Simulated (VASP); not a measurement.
# LaTl2MoF6 (Fm-3m) in VASP: single point with r2SCAN

Aim: the single point of LaTl2MoF6 with r2SCAN.

Program: VASP 6.6.1. These are calculated values, not measurements. Logs are shortened: lines on timing, memory, paths and dates and some standing lists are left out, and cuts for length are marked.

### Step 1. The cell of the first run

It takes space group Fm-3m (No. 225, cubic). The conventional cell has a = 8.842 Å, b = 8.842 Å, c = 8.842 Å, α = 90.00°, β = 90.00°, γ = 90.00°. Within 4.1 Å of Tl (site symmetry -43m) lie 12 F at 3.13 Å and 4 La at 3.83 Å and 4 Mo at 3.83 Å. Within 2.8 Å of F (site symmetry 4mm) lie 1 Mo at 2.11 Å and 1 La at 2.31 Å. Within 3.1 Å of La (site symmetry m-3m) lie 6 F at 2.31 Å. Mo (site symmetry m-3m) has 6 F at 2.11 Å within 2.8 Å.

### Step 2. Single point, r2SCAN

POSCAR reads:

```
LaTl2MoF6
1.0
    0.0000000000      4.4210684609      4.4210684609
    4.4210684609      0.0000000000      4.4210684609
    4.4210684609      4.4210684609      0.0000000000
Tl F La Mo
2 6 1 1
Direct
    0.2500000000      0.2500000000      0.2500000000
    0.7500000000      0.7500000000      0.7500000000
    0.7612235933      0.2387764067      0.2387764067
    0.2387764067      0.7612235933      0.2387764067
    0.2387764067      0.7612235933      0.7612235933
    0.7612235933      0.2387764067      0.7612235933
    0.2387764067      0.2387764067      0.7612235933
    0.7612235933      0.7612235933      0.2387764067
    0.5000000000      0.5000000000      0.5000000000
    0.0000000000      0.0000000000      0.0000000000
```

INCAR.step1 reads:

```
ALGO = Normal ; EDIFF = 1E-4
ENCUT = 520 ; GGA = PE
ISMEAR = -1 ; LASPH = T
LCHARG = F ; LREAL = F
LWAVE = T ; NBANDS = 58
NELM = 100 ; PREC = Accurate
SIGMA = 0.1
```

INCAR.step2 reads:

```
ALGO = Normal ; EDIFF = 1E-6
ENCUT = 520 ; ISIF = 2
ISMEAR = -1 ; ISTART = 1
LASPH = T ; LCHARG = F
LMIXTAU = T ; LREAL = F
LWAVE = F ; METAGGA = R2SCAN
NBANDS = 58 ; NELM = 100
PREC = Accurate ; SIGMA = 0.1
```

KPOINTS reads:

```
k-points
0
Gamma
  7 7 7
```

Potentials or basis: VASP PAW PBE potentials, release 64 (Tl_d, F, La, Mo_sv).

Started as:

```
> cat potpaw_PBE.64/Tl_d/POTCAR potpaw_PBE.64/F/POTCAR potpaw_PBE.64/La/POTCAR potpaw_PBE.64/Mo_sv/POTCAR > POTCAR
> cp INCAR.step1 INCAR
> mpirun -np 1 vasp_std > vasp.out
> cp INCAR.step2 INCAR
> mpirun -np 1 vasp_std > vasp.out
```

OUTCAR:

```text
EDIFF = 1E-6
   ENCUT = 520
   ISIF = 2
   ISMEAR = -1
   ISTART = 1
   LASPH = T
   LREAL = F
   METAGGA = R2SCAN
   NELM = 100
   PREC = Accurate

 ion  position               nearest neighbor table
   1  0.250  0.250  0.250-   9 3.83   9 3.83   9 3.83   9 3.83
   2  0.750  0.750  0.750-   9 3.83   9 3.83   9 3.83   9 3.83
   3  0.761  0.239  0.239-  10 2.11   9 2.31
   4  0.239  0.761  0.239-  10 2.11   9 2.31
   5  0.239  0.761  0.761-  10 2.11   9 2.31
   6  0.761  0.239  0.761-  10 2.11   9 2.31
   7  0.239  0.239  0.761-  10 2.11   9 2.31
   8  0.761  0.761  0.239-  10 2.11   9 2.31
   9  0.500  0.500  0.500-   3 2.31   4 2.31   5 2.31   6 2.31   7 2.31   8 2.31   1 3.83   2 3.83
                             1 3.83   1 3.83   1 3.83   2 3.83   2 3.83   2 3.83
  10  0.000  0.000  0.000-   3 2.11   4 2.11   5 2.11   6 2.11   7 2.11   8 2.11

  LATTYP: Found a face centered cubic cell.
 ALAT       =     8.8421369218

  Lattice vectors:

 A1 = (   0.0000000000,   4.4210684609,   4.4210684609)
 A2 = (   4.4210684609,   0.0000000000,   4.4210684609)
 A3 = (   4.4210684609,   4.4210684609,   0.0000000000)

Analysis of symmetry for initial positions (statically):
=====================================================================
 Subroutine PRICEL returns:
 Original cell was already a primitive cell.

 Routine SETGRP: Setting up the symmetry group for a
 face centered cubic supercell.

 Subroutine GETGRP returns: Found 48 space group operations
 (whereof 48 operations were pure point group operations)
 out of a pool of 48 trial point group operations.

The static configuration has the point symmetry O_h .

Analysis of symmetry for dynamics (positions and initial velocities):
=====================================================================
 Subroutine PRICEL returns:
 Original cell was already a primitive cell.

 Routine SETGRP: Setting up the symmetry group for a
 face centered cubic supercell.

 Subroutine GETGRP returns: Found 48 space group operations
 (whereof 48 operations were pure point group operations)
 out of a pool of 48 trial point group operations.

The dynamic configuration has the point symmetry O_h .

 Subroutine INISYM returns: Found 48 space group operations
 (whereof 48 operations are pure point group operations),
 and found     1 'primitive' translations

----------------------------------------------------------------------------------------

                                     Primitive cell

  volume of cell :     172.8270

  direct lattice vectors                    reciprocal lattice vectors
     0.000000000  4.421068461  4.421068461    -0.113094833  0.113094833  0.113094833
     4.421068461  0.000000000  4.421068461     0.113094833 -0.113094833  0.113094833
     4.421068461  4.421068461  0.000000000     0.113094833  0.113094833 -0.113094833

  length of vectors
     6.252334978  6.252334978  6.252334978     0.195885997  0.195885997  0.195885997

  position of ions in fractional coordinates (direct lattice)
     0.250000000  0.250000000  0.250000000
     0.750000000  0.750000000  0.750000000
     0.761223593  0.238776407  0.238776407
     0.238776407  0.761223593  0.238776407
     0.238776407  0.761223593  0.761223593
     0.761223593  0.238776407  0.761223593
     0.238776407  0.238776407  0.761223593
     0.761223593  0.761223593  0.238776407
     0.500000000  0.500000000  0.500000000
     0.000000000  0.000000000  0.000000000

  ion indices of the primitive-cell ions
   primitive index   ion index
                 1           1
                 2           2
                 3           3
                 4           4
                 5           5
                 6           6
                 7           7
                 8           8
                 9           9
                10          10

----------------------------------------------------------------------------------------

 KPOINTS: k-points

Automatic generation of k-mesh.
 Grid dimensions read from file:
 generate k-points for:    7    7    7

 Generating k-lattice:

  Cartesian coordinates                     Fractional coordinates (reciprocal lattice)
    -0.016156405  0.016156405  0.016156405     0.142857143  0.000000000  0.000000000
     0.016156405 -0.016156405  0.016156405     0.000000000  0.142857143  0.000000000
     0.016156405  0.016156405 -0.016156405     0.000000000  0.000000000  0.142857143

  Length of vectors
     0.027983714  0.027983714  0.027983714

  Shift w.r.t. Gamma in fractional coordinates (k-lattice)
     0.000000000  0.000000000  0.000000000

 Subroutine IBZKPT returns following result:
 ===========================================

 Found     20 irreducible k-points:

 Following reciprocal coordinates:
            Coordinates               Weight
  0.000000  0.000000  0.000000      1.000000
  0.142857  0.000000  0.000000      8.000000
  0.285714  0.000000  0.000000      8.000000
  0.428571  0.000000  0.000000      8.000000
  0.142857  0.142857  0.000000      6.000000
  0.285714  0.142857  0.000000     24.000000
[... 12 lines left out ...]
 -0.428571  0.428571  0.142857     24.000000
 -0.285714  0.428571  0.142857     24.000000
   k-points           NKPTS =     20   k-points in BZ     NKDIM =     20   number of bands    NBANDS=     58
   number of dos      NEDOS =    301   number of ions     NIONS =     10
   total plane-waves  NPLWV = 110592
   dimension x,y,z NGX =    48 NGY =   48 NGZ =   48
   dimension x,y,z NGXF=    96 NGYF=   96 NGZF=   96
   ions per type =               2   6   1   1
   NGX,Y,Z   is equivalent  to a cutoff of  12.76, 12.76, 12.76 a.u.
   NGXF,Y,Z  is equivalent  to a cutoff of  25.53, 25.53, 25.53 a.u.
 SYSTEM =  unknown system
   PREC   = accura    normal or accurate (medium, high low for compatibility)
   ISTART =      1    job   : 0-new  1-cont  2-samecut
   ICHARG =      0    charge: 1-file 2-atom 10-const
   ISPIN  =      1    spin polarized calculation?
   LNONCOLLINEAR =      F non collinear calculations
   LSORBIT =      F    spin-orbit coupling
   LASPH  =      T    aspherical Exc in radial PAW
   ENCUT  =  520.0 eV  38.22 Ry    6.18 a.u.  11.63 11.63 11.63*2*pi/ulx,y,z
   NELM   =    100;   NELMIN=  2; NELMDL=  0     # of ELM steps
   EDIFF  = 0.1E-05   stopping-criterion for ELM
   LREAL  =      F    real-space projection
   EDIFFG = 0.1E-04   stopping-criterion for IOM
   NSW    =      0    number of steps for IOM
   IBRION =     -1    ionic relax: 0-MD 1-quasi-New 2-CG
   NFREE  =      0    steps in history (QN), initial steepest desc. (CG)
   ISIF   =      2    stress and relaxation
   ISYM   =      2    0-nonsym 1-usesym 2-fastsym
   POTIM  = 0.5000    time-step for ionic-motion
   TEBEG  =    0.0;   TEEND  =   0.0 temperature during run
   PSTRESS=    0.0 pullay stress
   NELECT =      93.0000    total number of electrons
   NUPDOWN=      -1.0000    fix difference up-down
   EMIN   =  10.00;   EMAX   =-10.00  energy-range for DOS
   EFERMI =   0.00;   METHOD = LEGACY
   ISMEAR =    -1;   SIGMA  =   0.10  broadening in eV -4-tet -1-fermi 0-gaus
   EFERMI_NEDOS =   21; number of points for ismear=-14 and -15
   IALGO  =     38    algorithm
   IMIX   =      4    mixing-type and parameters
     AMIX     =   0.40;   BMIX     =  1.00
     AMIX_MAG =   1.60;   BMIX_MAG =  1.00
  volume/ion in A,a.u.               =      17.28       116.63
  Fermi-wavevector in a.u.,A,eV,Ry     =   1.331574  2.516310 24.124338  1.773089
  Thomas-Fermi vector in A             =   2.460574
   LORBIT       =      0    0 simple, 1 ext, 2 COOP (PROOUT), +10 PAW based schemes
   METAGGA = R2SCAN    functional components
   LHFCALC =     F    Hartree Fock is set to
   AEXX    =    0.0000 exact exchange contribution
   IVDW    =     0    specifies the selected vdW correction
   LEPSILON=     F    determine dielectric tensor
   LRPA    =     F    only Hartree local field effects (RPA)
 non-spin polarized calculation
  energy-cutoff  :      520.00
  volume of cell :      172.83
 maximum number of plane-waves:      4672
   NGX = 23   NGY = 23   NGZ = 23

 number of electron      92.9999998 magnetization

 Free energy of the ion-electron system (eV)
  ---------------------------------------------------
  ext. energy  EPLUGINS =         0.00000000
  ---------------------------------------------------
  free energy    TOTEN  =      -203.89295436 eV

  energy without entropy =     -203.49058178  energy(sigma->0) =     -203.69176807

 E-fermi :   6.9473     XC(G=0): -10.4459

 val. band max:        6.9469924841   @ k =  -0.2857   0.4286   0.1429
 cond. band min:       6.9476856911   @ k =   0.4286   0.2857   0.0000
 fundamental gap:      0.0006932070
 Fermi energy:         6.9472854051

 k-point     1 :       0.0000    0.0000    0.0000
  band No.  band energies     occupation
      1     -56.3147      2.00000
      2     -29.8444      2.00000
      3     -29.8444      2.00000
      4     -29.8444      2.00000
      5     -28.2016      2.00000
      6     -20.6925      2.00000
[... 50 lines left out ...]
     57       8.7809      0.00000
     58       9.3059      0.00000

 k-point     2 :       0.1429    0.0000    0.0000
  band No.  band energies     occupation
      1     -56.3147      2.00000
      2     -29.8448      2.00000
      3     -29.8443      2.00000
      4     -29.8443      2.00000
      5     -28.2005      2.00000
      6     -20.7800      2.00000
[... 50 lines left out ...]
     57       8.7372      0.00000
     58       9.2870      0.00000

 k-point     3 :       0.2857    0.0000    0.0000
  band No.  band energies     occupation
      1     -56.3147      2.00000
      2     -29.8459      2.00000
      3     -29.8443      2.00000
      4     -29.8443      2.00000
      5     -28.1980      2.00000
      6     -20.8825      2.00000
[... 972 lines left out ...]
      3     -29.8444      2.00000
      4     -29.8444      2.00000
      5     -28.1992      2.00000
      6     -20.8656      2.00000
[... 50 lines left out ...]
     57       8.8180      0.00000
     58       8.8507      0.00000

 k-point    20 :      -0.2857    0.4286    0.1429
  band No.  band energies     occupation
      1     -56.3147      2.00000
      2     -29.8453      2.00000
      3     -29.8445      2.00000
      4     -29.8444      2.00000
      5     -28.1986      2.00000
      6     -20.8940      2.00000
[... 50 lines left out ...]
     57       8.7644      0.00000
     58       8.8846      0.00000

------------------------ aborting loop because EDIFF is reached ----------------------------------------

  FORCE on cell =-STRESS in cart. coord.  units (eV):
  Direction    XX          YY          ZZ          XY          YZ          ZX
  --------------------------------------------------------------------------------------
  -------------------------------------------------------------------------------------
  Total        5.2732877      5.2732877      5.2732877     -0.0000000      0.0000000      0.0000000
  in kB       48.8855306     48.8855306     48.8855306     -0.0000000      0.0000000      0.0000000
  external PRESSURE =      48.8855306 kB  Pullay stress =       0.0000000 kB

 VOLUME and BASIS-vectors are now :
 -----------------------------------------------------------------------------
  energy-cutoff  :      520.00
  volume of cell :      172.83
      direct lattice vectors                 reciprocal lattice vectors
     0.000000000  4.421068461  4.421068461    -0.113094833  0.113094833  0.113094833
     4.421068461  0.000000000  4.421068461     0.113094833 -0.113094833  0.113094833
     4.421068461  4.421068461  0.000000000     0.113094833  0.113094833 -0.113094833

 POSITION                                       TOTAL-FORCE (eV/Angst)
 -----------------------------------------------------------------------------------
      2.21053      2.21053      2.21053        -0.000000      0.000000      0.000000
      6.63160      6.63160      6.63160        -0.000000      0.000000     -0.000000
      2.11129      4.42107      4.42107         0.102661     -0.000000      0.000000
      4.42107      2.11129      4.42107        -0.000000      0.102661      0.000000
      6.73084      4.42107      4.42107        -0.102661     -0.000000      0.000000
      4.42107      6.73084      4.42107        -0.000000     -0.102661      0.000000
      4.42107      4.42107      2.11129        -0.000000     -0.000000      0.102661
      4.42107      4.42107      6.73084        -0.000000     -0.000000     -0.102661
      4.42107      4.42107      4.42107        -0.000000     -0.000000      0.000000
      0.00000      0.00000      0.00000        -0.000000     -0.000000     -0.000000
 -----------------------------------------------------------------------------------
    total drift:                                0.000000      0.000000     -0.000000

  FREE ENERGIE OF THE ION-ELECTRON SYSTEM (eV)
  ---------------------------------------------------
  free  energy   TOTEN  =      -203.8929543638 eV

  energy  without entropy=     -203.4905817850  energy(sigma->0) =     -203.69176807
```

Run time: 28 min. Hardware: 1 thread of AMD EPYC 7R13 (Zen 3), shared host; peak memory 0.47 GiB.

What came out:

```
Free energy   : -203.8930 eV
Pressure      : 4.9 GPa
Largest force : 0.103 eV/Å
```

Forces on the atoms (eV/Å):
```
Tl   0.000  0.000  0.000
Tl   0.000  0.000  0.000
F    0.103  0.000  0.000
F    0.000  0.103  0.000
F   -0.103  0.000  0.000
F    0.000 -0.103  0.000
F    0.000  0.000  0.103
F    0.000  0.000 -0.103
La   0.000  0.000  0.000
Mo   0.000  0.000  0.000
```

Levels at points of the mesh, in eV from the Fermi level:
```
           k point  band 43  band 44  band 45  band 46  band 47  band 48  band 49  band 50  band 51  band 52
(0.00, 0.00, 0.00)    -7.16    -6.84    -0.25    -0.25    -0.25     1.00     1.00     1.00     1.57     1.66
```

Caveat: the PAW data sets were made with another functional, which shifts forces and pressure a little; spin-orbit coupling is left out, which moves the levels of the heavy elements; an odd number of electrons without spin polarisation forces a metal; a magnetic or distorted state may lie lower.
